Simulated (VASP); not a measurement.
# LiF (Cc) in VASP: single point with PBE

Aim: the single point of LiF with PBE.

Program: VASP 6.6.1. These are calculated values, not measurements. Logs are shortened: lines on timing, memory, paths and dates and some standing lists are left out, and cuts for length are marked.

### 1 The cell of the first run

The typed cell holds 4 atoms: a = 2.871 Å, b = 2.871 Å, c = 4.978 Å, α = 106.61°, β = 106.61°, γ = 60.29°.

### 2 Single point, PBE

INCAR reads:

```
SYSTEM = LiF
ALGO = Normal
EDIFF = 1E-6
ENCUT = 520
GGA = PE
ISIF = 2
ISMEAR = 0
LASPH = .TRUE.
LCHARG = .FALSE.
LREAL = .FALSE.
LWAVE = .FALSE.
NBANDS = 18
NELM = 80
PREC = Accurate
SIGMA = 0.1
```

KPOINTS reads:

```
k-points
0
G
  8 8 4
  0 0 0
```

POSCAR reads:

```
LiF
1.0
    2.4821782798     -1.4417291020      0.0504287501
    2.4821782798      1.4417291020      0.0504287501
   -1.7403083048      0.0000000000      4.6641635339
Li F
2 2
Direct
    0.3753127211      0.8749092792      0.6250771126
    0.8749092792      0.3753127211      0.1250771126
    0.1250505261      0.6247274735      0.8749228874
    0.6247274735      0.1250505261      0.3749228874
```

Potentials or basis: VASP PAW PBE potentials, release 64 (Li_sv, F).

Started as:

```console
> cat potpaw_PBE.64/Li_sv/POTCAR potpaw_PBE.64/F/POTCAR > POTCAR
> mpirun -np 1 vasp_std > vasp.out
```

OUTCAR:

```text
SYSTEM = LiF
   EDIFF = 1E-6
   ENCUT = 520
   GGA = PE
   ISIF = 2
   ISMEAR = 0
   LASPH = .TRUE.
   LREAL = .FALSE.
   NELM = 80
   PREC = Accurate

 ion  position               nearest neighbor table
   1  0.375  0.875  0.625-   4 2.03   3 2.03   3 2.04   3 2.04   4 2.04   4 2.04
   2  0.875  0.375  0.125-   3 2.03   4 2.03   4 2.04   4 2.04   3 2.04   3 2.04
   3  0.125  0.625  0.875-   2 2.03   1 2.03   1 2.04   1 2.04   2 2.04   2 2.04
   4  0.625  0.125  0.375-   1 2.03   2 2.03   2 2.04   2 2.04   1 2.04   1 2.04

  LATTYP: Found a base centered monoclinic cell.
 ALAT       =     4.9653809810
 B/A-ratio  =     0.5807123794
 C/A-ratio  =     1.0025942043
 COS(beta)  =    -0.3304788022

  Lattice vectors:

 A1 = (   2.4821782798,  -1.4417291020,   0.0504287501)
 A2 = (   2.4821782798,   1.4417291020,   0.0504287501)
 A3 = (  -1.7403083048,   0.0000000000,   4.6641635339)

Analysis of symmetry for initial positions (statically):
=====================================================================
 Subroutine PRICEL returns:
 Original cell was already a primitive cell.

 Routine SETGRP: Setting up the symmetry group for a
 base centered monoclinic supercell.

 Subroutine GETGRP returns: Found  2 space group operations
 (whereof  1 operations were pure point group operations)
 out of a pool of  4 trial point group operations.

The static configuration has the point symmetry C_1 .
 The point group associated with its full space group is C_1h.

Analysis of symmetry for dynamics (positions and initial velocities):
=====================================================================
 Subroutine PRICEL returns:
 Original cell was already a primitive cell.

 Routine SETGRP: Setting up the symmetry group for a
 base centered monoclinic supercell.

 Subroutine GETGRP returns: Found  2 space group operations
 (whereof  1 operations were pure point group operations)
 out of a pool of  4 trial point group operations.

The dynamic configuration has the point symmetry C_1 .
 The point group associated with its full space group is C_1h.

 Subroutine INISYM returns: Found  2 space group operations
 (whereof  1 operations are pure point group operations),
 and found     1 'primitive' translations

----------------------------------------------------------------------------------------

                                     Primitive cell

  volume of cell :      33.6357

  direct lattice vectors                    reciprocal lattice vectors
     2.482178280 -1.441729102  0.050428750     0.199920478 -0.346805790  0.074594998
     2.482178280  1.441729102  0.050428750     0.199920478  0.346805790  0.074594998
    -1.740308305  0.000000000  4.664163534    -0.004323064  0.000000000  0.212787679

  length of vectors
     2.870946686  2.870946686  4.978262193     0.407193894  0.407193894  0.212831589

  position of ions in fractional coordinates (direct lattice)
     0.375312721  0.874909279  0.625077113
     0.874909279  0.375312721  0.125077113
     0.125050526  0.624727474  0.874922887
     0.624727474  0.125050526  0.374922887

  ion indices of the primitive-cell ions
   primitive index   ion index
                 1           1
                 2           2
                 3           3
                 4           4

----------------------------------------------------------------------------------------

 KPOINTS: k-points

Automatic generation of k-mesh.
 Grid dimensions read from file:
 generate k-points for:    8    8    4

 Generating k-lattice:

  Cartesian coordinates                     Fractional coordinates (reciprocal lattice)
     0.024990060 -0.043350724  0.009324375     0.125000000 -0.000000000 -0.000000000
     0.024990060  0.043350724  0.009324375    -0.000000000  0.125000000 -0.000000000
    -0.001080766  0.000000000  0.053196920    -0.000000000 -0.000000000  0.250000000

  Length of vectors
     0.050899237  0.050899237  0.053207897

  Shift w.r.t. Gamma in fractional coordinates (k-lattice)
     0.000000000  0.000000000  0.000000000

 Subroutine IBZKPT returns following result:
 ===========================================

 Found     78 irreducible k-points:

 Following reciprocal coordinates:
            Coordinates               Weight
  0.000000  0.000000  0.000000      1.000000
  0.125000 -0.000000  0.000000      4.000000
  0.250000 -0.000000  0.000000      4.000000
  0.375000 -0.000000  0.000000      4.000000
  0.500000 -0.000000  0.000000      2.000000
  0.125000  0.125000  0.000000      2.000000
[... 16 lines left out ...]
  0.125000  0.000000  0.250000      4.000000
  0.250000 -0.000000  0.250000      4.000000
 [... further k-points ...]
   k-points           NKPTS =     78   k-points in BZ     NKDIM =     78   number of bands    NBANDS=     18
   number of dos      NEDOS =    301   number of ions     NIONS =      4
   total plane-waves  NPLWV =  23040
   dimension x,y,z NGX =    24 NGY =   24 NGZ =   40
   dimension x,y,z NGXF=    48 NGYF=   48 NGZF=   80
   ions per type =               2   2
   NGX,Y,Z   is equivalent  to a cutoff of  13.90, 13.90, 13.36 a.u.
   NGXF,Y,Z  is equivalent  to a cutoff of  27.80, 27.80, 26.72 a.u.
 SYSTEM =  LiF
   PREC   = accura    normal or accurate (medium, high low for compatibility)
   ISTART =      0    job   : 0-new  1-cont  2-samecut
   ICHARG =      2    charge: 1-file 2-atom 10-const
   ISPIN  =      1    spin polarized calculation?
   LNONCOLLINEAR =      F non collinear calculations
   LSORBIT =      F    spin-orbit coupling
   LASPH  =      T    aspherical Exc in radial PAW
   ENCUT  =  520.0 eV  38.22 Ry    6.18 a.u.   5.34  5.34  9.26*2*pi/ulx,y,z
   NELM   =     80;   NELMIN=  2; NELMDL= -5     # of ELM steps
   EDIFF  = 0.1E-05   stopping-criterion for ELM
   LREAL  =      F    real-space projection
[... 7 lines left out ...]
   TEBEG  =    0.0;   TEEND  =   0.0 temperature during run
   PSTRESS=    0.0 pullay stress
   NELECT =      20.0000    total number of electrons
   NUPDOWN=      -1.0000    fix difference up-down
   EMIN   =  10.00;   EMAX   =-10.00  energy-range for DOS
   EFERMI =   0.00;   METHOD = LEGACY
   ISMEAR =     0;   SIGMA  =   0.10  broadening in eV -4-tet -1-fermi 0-gaus
   EFERMI_NEDOS =   21; number of points for ismear=-14 and -15
   IALGO  =     38    algorithm
   IMIX   =      4    mixing-type and parameters
     AMIX     =   0.40;   BMIX     =  1.00
     AMIX_MAG =   1.60;   BMIX_MAG =  1.00
  volume/ion in A,a.u.               =       8.41        56.75
  Fermi-wavevector in a.u.,A,eV,Ry     =   1.376633  2.601459 25.784644  1.895118
  Thomas-Fermi vector in A             =   2.501860
   LORBIT       =      0    0 simple, 1 ext, 2 COOP (PROOUT), +10 PAW based schemes
   GGA     = PE    functional components
   LHFCALC =     F    Hartree Fock is set to
   AEXX    =    0.0000 exact exchange contribution
   IVDW    =     0    specifies the selected vdW correction
   LEPSILON=     F    determine dielectric tensor
   LRPA    =     F    only Hartree local field effects (RPA)
 non-spin polarized calculation
 Gauss-broadening in eV      SIGMA  =   0.10
  energy-cutoff  :      520.00
  volume of cell :       33.64
 maximum number of plane-waves:       926
 NGX is ok and might be reduce to    24
   NGX = 11   NGY = 11   NGZ = 19

 number of electron      19.9999995 magnetization

 Free energy of the ion-electron system (eV)
  ---------------------------------------------------
  ext. energy  EPLUGINS =         0.00000000
  ---------------------------------------------------
  free energy    TOTEN  =       -19.28162953 eV

  energy without entropy =      -19.28162953  energy(sigma->0) =      -19.28162953

 E-fermi :  -0.5982     XC(G=0):  -9.8423

 val. band max:       -1.1780094173   @ k =   0.0000   0.0000   0.0000
 cond. band min:       7.6446941440   @ k =   0.0000   0.0000   0.0000
 fundamental gap:      8.8227035612
 Fermi energy:        -0.5982226495

 k-point     1 :       0.0000    0.0000    0.0000
  band No.  band energies     occupation
      1     -42.1782      2.00000
      2     -42.1268      2.00000
      3     -21.0863      2.00000
      4     -20.6752      2.00000
      5      -3.6216      2.00000
      6      -1.4149      2.00000
[... 10 lines left out ...]
     17      22.3731      0.00000
     18      22.4644      0.00000

 k-point     2 :       0.1250   -0.0000    0.0000
  band No.  band energies     occupation
      1     -42.1713      2.00000
      2     -42.1242      2.00000
      3     -21.0330      2.00000
      4     -20.6358      2.00000
      5      -3.5421      2.00000
      6      -1.8150      2.00000
[... 10 lines left out ...]
     17      20.6724      0.00000
     18      21.0093      0.00000

 k-point     3 :       0.2500   -0.0000    0.0000
  band No.  band energies     occupation
      1     -42.1539      2.00000
      2     -42.1187      2.00000
      3     -20.8897      2.00000
      4     -20.5527      2.00000
      5      -3.3120      2.00000
      6      -2.6266      2.00000
[... 10 lines left out ...]
     17      19.0816      0.00000
     18      19.3213      0.00000

 k-point     4 :       0.3750   -0.0000    0.0000
  band No.  band energies     occupation
      1     -42.1341      2.00000
      2     -42.1156      2.00000
      3     -20.7052      2.00000
      4     -20.5039      2.00000
      5      -3.3606      2.00000
      6      -3.0553      2.00000
[... 10 lines left out ...]
     17      18.0357      0.00000
     18      18.5240      0.00000

 k-point     5 :       0.5000   -0.0000    0.0000
  band No.  band energies     occupation
      1     -42.1201      2.00000
      2     -42.1201      2.00000
      3     -20.5554      2.00000
      4     -20.5549      2.00000
      5      -3.4700      2.00000
      6      -3.4691      2.00000
[... 10 lines left out ...]
     17      18.1625      0.00000
     18      18.1638      0.00000

 k-point     6 :       0.1250    0.1250    0.0000
  band No.  band energies     occupation
      1     -42.1706      2.00000
      2     -42.1246      2.00000
      3     -21.0286      2.00000
      4     -20.6392      2.00000
      5      -3.5283      2.00000
      6      -1.7489      2.00000
[... 10 lines left out ...]
     17      20.7631      0.00000
     18      20.8395      0.00000

 k-point     7 :       0.2500    0.1250    0.0000
  band No.  band energies     occupation
      1     -42.1581      2.00000
      2     -42.1209      2.00000
      3     -20.9273      2.00000
      4     -20.5801      2.00000
      5      -3.3792      2.00000
      6      -2.3388      2.00000
[... 10 lines left out ...]
     17      19.2521      0.00000
     18      19.7498      0.00000

 k-point     8 :       0.3750    0.1250   -0.0000
  band No.  band energies     occupation
      1     -42.1396      2.00000
      2     -42.1165      2.00000
      3     -20.7586      2.00000
      4     -20.5172      2.00000
      5      -3.1235      2.00000
      6      -2.9787      2.00000
[... 10 lines left out ...]
     17      18.1267      0.00000
     18      18.6864      0.00000
[... 229 lines left out ...]
     17      17.6660      0.00000
     18      18.3729      0.00000

 k-point    20 :      -0.3750    0.3750    0.0000
  band No.  band energies     occupation
      1     -42.1193      2.00000
      2     -42.1134      2.00000
      3     -20.5628      2.00000
      4     -20.4663      2.00000
      5      -3.5869      2.00000
      6      -3.4276      2.00000
[... 10 lines left out ...]
     17      17.6174      0.00000
     18      18.1636      0.00000

 k-point    21 :       0.5000    0.5000    0.0000
  band No.  band energies     occupation
      1     -42.1263      2.00000
      2     -42.1126      2.00000
      3     -20.6690      2.00000
      4     -20.4252      2.00000
      5      -4.0716      2.00000
      6      -3.6183      2.00000
[... 10 lines left out ...]
     17      17.4751      0.00000
     18      18.6441      0.00000

 k-point    22 :       0.0000    0.0000    0.2500
  band No.  band energies     occupation
      1     -42.1707      2.00000
      2     -42.1343      2.00000
      3     -21.0293      2.00000
      4     -20.7387      2.00000
      5      -3.3127      2.00000
      6      -1.6145      2.00000
[... 10 lines left out ...]
     17      20.7760      0.00000
     18      20.8906      0.00000

 k-point    23 :       0.1250    0.0000    0.2500
  band No.  band energies     occupation
      1     -42.1622      2.00000
      2     -42.1333      2.00000
      3     -20.9583      2.00000
      4     -20.7190      2.00000
      5      -3.1563      2.00000
      6      -1.8812      2.00000
[... 10 lines left out ...]
     17      19.7983      0.00000
     18      19.8529      0.00000

 k-point    24 :       0.2500   -0.0000    0.2500
  band No.  band energies     occupation
      1     -42.1449      2.00000
      2     -42.1276      2.00000
      3     -20.7966      2.00000
      4     -20.6528      2.00000
      5      -2.9894      2.00000
      6      -2.5733      2.00000
[... 10 lines left out ...]
     17      18.2276      0.00000
     18      19.1031      0.00000

 [... further k-points ...]

------------------------ aborting loop because EDIFF is reached ----------------------------------------

  FORCE on cell =-STRESS in cart. coord.  units (eV):
  Direction    XX          YY          ZZ          XY          YZ          ZX
  --------------------------------------------------------------------------------------
  -------------------------------------------------------------------------------------
  Total       -0.0235933     -0.1375508     -0.1011242      0.0000000      0.0000000     -0.0014071
  in kB       -1.1238274     -6.5519947     -4.8168764      0.0000000      0.0000000     -0.0670255
  external PRESSURE =      -4.1642328 kB  Pullay stress =       0.0000000 kB

 VOLUME and BASIS-vectors are now :
 -----------------------------------------------------------------------------
  energy-cutoff  :      520.00
  volume of cell :       33.64
      direct lattice vectors                 reciprocal lattice vectors
     2.482178280 -1.441729102  0.050428750     0.199920478 -0.346805790  0.074594998
     2.482178280  1.441729102  0.050428750     0.199920478  0.346805790  0.074594998
    -1.740308305  0.000000000  4.664163534    -0.004323064  0.000000000  0.212787679

 POSITION                                       TOTAL-FORCE (eV/Angst)
 -----------------------------------------------------------------------------------
      2.01545      0.72028      2.97851        -0.001155      0.000987     -0.000995
      2.88560     -0.72028      0.64643        -0.001155     -0.000987     -0.000995
      0.33845      0.72040      4.11859         0.001155      0.001205      0.000995
      1.20860     -0.72040      1.78651         0.001155     -0.001205      0.000995
 -----------------------------------------------------------------------------------
    total drift:                               -0.000027      0.000000      0.000038

  FREE ENERGIE OF THE ION-ELECTRON SYSTEM (eV)
  ---------------------------------------------------
  free  energy   TOTEN  =       -19.2816295299 eV

  energy  without entropy=      -19.2816295299  energy(sigma->0) =      -19.28162953
```

It took 15 s on 1 thread of Intel Xeon 6975P-C (Granite Rapids), shared host; peak memory 0.17 GiB.

What came out:

- Free energy: -19.2816 eV
- Band gap on the k mesh: 8.82 eV

Caveat: the cutoff is under 1.25 times the usual one of these potentials, so pressure, stress and relaxed cells hold a basis-set (Pulay) error. A k mesh can miss the band edges.
